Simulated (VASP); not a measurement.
# As (R-3m) in VASP: single point with PBE

Aim: the single point of As with PBE.

Program: VASP 6.6.1. These are calculated values, not measurements. Logs are shortened: lines on timing, memory, paths and dates and some standing lists are left out, and cuts for length are marked.

## Step 1: The cell of the first run

The structure is trigonal, space group R-3m (No. 166). The conventional cell has a = 3.759 Å, b = 3.759 Å, c = 10.457 Å, α = 90.00°, β = 90.00°, γ = 120.00°. Within 3.3 Å of As (site symmetry 3m) lie 6 As at 2.52 to 3.10 Å.

## Step 2: Single point, PBE

INCAR reads:

```
ALGO = Normal
EDIFF = 1E-6
ENCUT = 520
GGA = PE
ISIF = 2
ISMEAR = 0
LASPH = True
LCHARG = True
LELF = True
LREAL = False
LVHAR = True
LWAVE = False
NBANDS = 12
NELM = 100
PREC = Accurate
SIGMA = 0.15
```

KPOINTS reads:

```
k-points
0
Gamma
  18 18 18
```

POSCAR reads:

```
As
1.0
    1.8797494575      1.0852738553      3.4857700000
   -1.8797494575      1.0852738553      3.4857700000
    0.0000000000     -2.1705477106      3.4857700000
As
2
Direct
    0.2275400000      0.2275400000      0.2275400000
    0.7724600000      0.7724600000      0.7724600000
```

Potentials or basis: VASP PAW PBE potentials, release 64 (As).

The run is started by

```bash
> cat potpaw_PBE.64/As/POTCAR > POTCAR
> mpirun -np 1 vasp_std > vasp.out
```

OUTCAR:

```text
EDIFF = 1E-6
   ENCUT = 520
   GGA = PE
   ISIF = 2
   ISMEAR = 0
   LASPH = True
   LREAL = False
   NELM = 100
   PREC = Accurate

 ion  position               nearest neighbor table
   1  0.228  0.228  0.228-   2 2.52   2 2.52   2 2.52
   2  0.772  0.772  0.772-   1 2.52   1 2.52   1 2.52

  LATTYP: Found a trigonal (rhomboedric) cell.
 ALAT       =     4.1063207202
 COS(alpha) =     0.5808936906

  Lattice vectors:

 A1 = (   1.8797494575,   1.0852738553,   3.4857700000)
 A2 = (  -1.8797494575,   1.0852738553,   3.4857700000)
 A3 = (   0.0000000000,  -2.1705477106,   3.4857700000)

Analysis of symmetry for initial positions (statically):
=====================================================================
 Subroutine PRICEL returns:
 Original cell was already a primitive cell.

 Routine SETGRP: Setting up the symmetry group for a
 trigonal (rhombohedral) supercell.

 Subroutine GETGRP returns: Found 12 space group operations
 (whereof 12 operations were pure point group operations)
 out of a pool of 12 trial point group operations.

The static configuration has the point symmetry D_3d.

Analysis of symmetry for dynamics (positions and initial velocities):
=====================================================================
 Subroutine PRICEL returns:
 Original cell was already a primitive cell.

 Routine SETGRP: Setting up the symmetry group for a
 trigonal (rhombohedral) supercell.

 Subroutine GETGRP returns: Found 12 space group operations
 (whereof 12 operations were pure point group operations)
 out of a pool of 12 trial point group operations.

The dynamic configuration has the point symmetry D_3d.

 Subroutine INISYM returns: Found 12 space group operations
 (whereof 12 operations are pure point group operations),
 and found     1 'primitive' translations

----------------------------------------------------------------------------------------

                                     Primitive cell

  volume of cell :      42.6667

  direct lattice vectors                    reciprocal lattice vectors
     1.879749457  1.085273855  3.485770000     0.265992895  0.153571070  0.095626887
    -1.879749457  1.085273855  3.485770000    -0.265992895  0.153571070  0.095626887
     0.000000000 -2.170547711  3.485770000     0.000000000 -0.307142139  0.095626887

  length of vectors
     4.106320720  4.106320720  4.106320720     0.321684310  0.321684310  0.321684310

  position of ions in fractional coordinates (direct lattice)
     0.227540000  0.227540000  0.227540000
     0.772460000  0.772460000  0.772460000

  ion indices of the primitive-cell ions
   primitive index   ion index
                 1           1
                 2           2

----------------------------------------------------------------------------------------

 KPOINTS: k-points

Automatic generation of k-mesh.
 Grid dimensions read from file:
 generate k-points for:   18   18   18

 Generating k-lattice:

  Cartesian coordinates                     Fractional coordinates (reciprocal lattice)
     0.014777383  0.008531726  0.005312605     0.055555556  0.000000000 -0.000000000
    -0.014777383  0.008531726  0.005312605     0.000000000  0.055555556 -0.000000000
     0.000000000 -0.017063452  0.005312605    -0.000000000 -0.000000000  0.055555556

  Length of vectors
     0.017871351  0.017871351  0.017871351

  Shift w.r.t. Gamma in fractional coordinates (k-lattice)
     0.000000000  0.000000000  0.000000000

 Subroutine IBZKPT returns following result:
 ===========================================

 Found    580 irreducible k-points:

 Following reciprocal coordinates:
            Coordinates               Weight
  0.000000  0.000000  0.000000      1.000000
  0.055556  0.000000  0.000000      6.000000
  0.111111  0.000000  0.000000      6.000000
  0.166667 -0.000000  0.000000      6.000000
  0.222222  0.000000  0.000000      6.000000
  0.277778  0.000000  0.000000      6.000000
[... 16 lines left out ...]
 -0.277778  0.055556  0.000000     12.000000
 -0.222222  0.055556  0.000000     12.000000
 [... further k-points ...]
   k-points           NKPTS =    580   k-points in BZ     NKDIM =    580   number of bands    NBANDS=     12
   number of dos      NEDOS =    301   number of ions     NIONS =      2
   total plane-waves  NPLWV =  32768
   dimension x,y,z NGX =    32 NGY =   32 NGZ =   32
   dimension x,y,z NGXF=    64 NGYF=   64 NGZF=   64
   ions per type =               2
   NGX,Y,Z   is equivalent  to a cutoff of  12.96, 12.96, 12.96 a.u.
   NGXF,Y,Z  is equivalent  to a cutoff of  25.91, 25.91, 25.91 a.u.
 SYSTEM =  unknown system
   PREC   = accura    normal or accurate (medium, high low for compatibility)
   ISTART =      0    job   : 0-new  1-cont  2-samecut
   ICHARG =      2    charge: 1-file 2-atom 10-const
   ISPIN  =      1    spin polarized calculation?
   LNONCOLLINEAR =      F non collinear calculations
   LSORBIT =      F    spin-orbit coupling
   LASPH  =      T    aspherical Exc in radial PAW
   ENCUT  =  520.0 eV  38.22 Ry    6.18 a.u.   7.64  7.64  7.64*2*pi/ulx,y,z
   NELM   =    100;   NELMIN=  2; NELMDL= -5     # of ELM steps
   EDIFF  = 0.1E-05   stopping-criterion for ELM
   LREAL  =      F    real-space projection
   EDIFFG = 0.1E-04   stopping-criterion for IOM
   NSW    =      0    number of steps for IOM
   IBRION =     -1    ionic relax: 0-MD 1-quasi-New 2-CG
   NFREE  =      0    steps in history (QN), initial steepest desc. (CG)
   ISIF   =      2    stress and relaxation
   ISYM   =      2    0-nonsym 1-usesym 2-fastsym
   POTIM  = 0.5000    time-step for ionic-motion
   TEBEG  =    0.0;   TEEND  =   0.0 temperature during run
   PSTRESS=    0.0 pullay stress
   NELECT =      10.0000    total number of electrons
   NUPDOWN=      -1.0000    fix difference up-down
   EMIN   =  10.00;   EMAX   =-10.00  energy-range for DOS
   EFERMI =   0.00;   METHOD = LEGACY
   ISMEAR =     0;   SIGMA  =   0.15  broadening in eV -4-tet -1-fermi 0-gaus
   EFERMI_NEDOS =   21; number of points for ismear=-14 and -15
   IALGO  =     38    algorithm
   IMIX   =      4    mixing-type and parameters
     AMIX     =   0.40;   BMIX     =  1.00
     AMIX_MAG =   1.60;   BMIX_MAG =  1.00
  volume/ion in A,a.u.               =      21.33       143.96
  Fermi-wavevector in a.u.,A,eV,Ry     =   1.009358  1.907409 13.861654  1.018803
  Thomas-Fermi vector in A             =   2.142281
   LORBIT       =      0    0 simple, 1 ext, 2 COOP (PROOUT), +10 PAW based schemes
   GGA     = PE    functional components
   LHFCALC =     F    Hartree Fock is set to
   AEXX    =    0.0000 exact exchange contribution
   IVDW    =     0    specifies the selected vdW correction
   LEPSILON=     F    determine dielectric tensor
   LRPA    =     F    only Hartree local field effects (RPA)
 non-spin polarized calculation
 Gauss-broadening in eV      SIGMA  =   0.15
  energy-cutoff  :      520.00
  volume of cell :       42.67
 maximum number of plane-waves:      1164
   NGX = 15   NGY = 15   NGZ = 15

 number of electron      10.0000000 magnetization

 Free energy of the ion-electron system (eV)
  ---------------------------------------------------
  ext. energy  EPLUGINS =         0.00000000
  ---------------------------------------------------
  free energy    TOTEN  =        -9.31591261 eV

  energy without entropy =       -9.31315790  energy(sigma->0) =       -9.31453525

 E-fermi :   5.6538     XC(G=0): -10.0146

 val. band max:        5.6175023965   @ k =   0.3889   0.2778   0.2222
 cond. band min:       5.6569316849   @ k =   0.5000   0.0556   0.0000
 fundamental gap:      0.0394292883
 Fermi energy:         5.6537742567

 k-point     1 :       0.0000    0.0000    0.0000
  band No.  band energies     occupation
      1      -9.5294      2.00000
      2      -0.1955      2.00000
      3       3.0236      2.00000
      4       3.5445      2.00000
      5       3.5445      2.00000
      6       7.3201      0.00000
      7       8.5216      0.00000
      8       8.5216      0.00000
      9      12.3438      0.00000
     10      12.3438      0.00000
     11      12.7732      0.00000
     12      14.2559      0.00000

 k-point     2 :       0.0556    0.0000    0.0000
  band No.  band energies     occupation
      1      -9.4877      2.00000
      2      -0.3522      2.00000
      3       3.0544      2.00000
      4       3.5138      2.00000
      5       3.5149      2.00000
      6       7.4139      0.00000
      7       8.4235      0.00000
      8       8.4849      0.00000
      9      12.0205      0.00000
     10      12.2697      0.00000
     11      12.4760      0.00000
     12      14.5682      0.00000

 k-point     3 :       0.1111    0.0000    0.0000
  band No.  band energies     occupation
      1      -9.3630      2.00000
      2      -0.7846      2.00000
      3       3.0554      2.00000
      4       3.4292      2.00000
      5       3.5357      2.00000
      6       7.5507      0.00000
      7       8.2052      0.00000
      8       8.3580      0.00000
      9      11.4654      0.00000
     10      12.1373      0.00000
     11      12.2385      0.00000
     12      15.3224      0.00000
[... 286 lines left out ...]
 k-point    23 :      -0.2778    0.0556    0.0000
  band No.  band energies     occupation
      1      -8.3102      2.00000
      2      -3.2774      2.00000
      3       2.5697      2.00000
      4       3.0929      2.00000
      5       4.1731      2.00000
      6       6.3216      0.00000
      7       6.7912      0.00000
      8       7.9244      0.00000
      9      11.7503      0.00000
     10      12.8275      0.00000
     11      14.5492      0.00000
     12      17.7923      0.00000

 k-point    24 :      -0.2222    0.0556    0.0000
  band No.  band energies     occupation
      1      -8.7026      2.00000
      2      -2.4786      2.00000
      3       2.6928      2.00000
      4       3.1626      2.00000
      5       3.9460      2.00000
      6       6.7404      0.00000
      7       7.2412      0.00000
      8       8.1594      0.00000
      9      11.3425      0.00000
     10      12.2677      0.00000
     11      13.6562      0.00000
     12      16.8352      0.00000

 [... further k-points ...]
[... 5 lines left out ...]
  --------------------------------------------------------------------------------------
  -------------------------------------------------------------------------------------
  Total        1.1381713      1.1381713      0.8681809     -0.0000000      0.0000000      0.0000000
  in kB       42.7394488     42.7394488     32.6010459     -0.0000000      0.0000000      0.0000000
  external PRESSURE =      39.3599812 kB  Pullay stress =       0.0000000 kB

 VOLUME and BASIS-vectors are now :
 -----------------------------------------------------------------------------
  energy-cutoff  :      520.00
  volume of cell :       42.67
      direct lattice vectors                 reciprocal lattice vectors
     1.879749457  1.085273855  3.485770000     0.265992895  0.153571070  0.095626887
    -1.879749457  1.085273855  3.485770000    -0.265992895  0.153571070  0.095626887
     0.000000000 -2.170547711  3.485770000     0.000000000 -0.307142139  0.095626887

 POSITION                                       TOTAL-FORCE (eV/Angst)
 -----------------------------------------------------------------------------------
      0.00000      0.00000      2.37946         0.000000      0.000000      0.269428
      0.00000      0.00000      8.07785         0.000000      0.000000     -0.269428
 -----------------------------------------------------------------------------------
    total drift:                               -0.000000      0.000000     -0.000000

  FREE ENERGIE OF THE ION-ELECTRON SYSTEM (eV)
  ---------------------------------------------------
  free  energy   TOTEN  =        -9.3159126053 eV

  energy  without entropy=       -9.3131578951  energy(sigma->0) =       -9.31453525
```

It took 92 s on 1 thread of Intel Xeon Platinum 8488C (Sapphire Rapids), shared host; peak memory 0.37 GiB.

What came out:

| Item | Value |
| --- | --- |
| Free energy | -9.3159 eV |
| Pressure | 3.9 GPa |
| Largest force | 0.269 eV/Å |
| Band gap on the k mesh | zero (band 5 reaches 5.76 eV, above the bottom of band 6 at 5.25 eV) |

Forces on the atoms (eV/Å):
```
As   0.000  0.000  0.269
As   0.000  0.000 -0.269
```

Stress tensor (GPa, compression positive):
```
4.27 0.00 0.00
0.00 4.27 0.00
0.00 0.00 3.26
```

Levels at points of the mesh, in eV from the Fermi level:
| k point | band 2 | band 3 | band 4 | band 5 | band 6 | band 7 | band 8 | band 9 |
| --- | --- | --- | --- | --- | --- | --- | --- | --- |
| (0.00, 0.00, 0.00) | -5.85 | -2.63 | -2.11 | -2.11 | 1.67 | 2.87 | 2.87 | 6.69 |
| (0.50, 0.00, 0.00) | -11.24 | -2.87 | -2.83 | -0.44 | -0.41 | 0.18 | 1.17 | 8.95 |
| (0.50, 0.50, 0.00) | -9.78 | -6.17 | -4.38 | -4.25 | 1.41 | 5.41 | 6.74 | 7.28 |
| (0.50, 0.50, 0.50) | -10.20 | -1.83 | -1.83 | -0.67 | 0.60 | 0.60 | 1.72 | 8.03 |
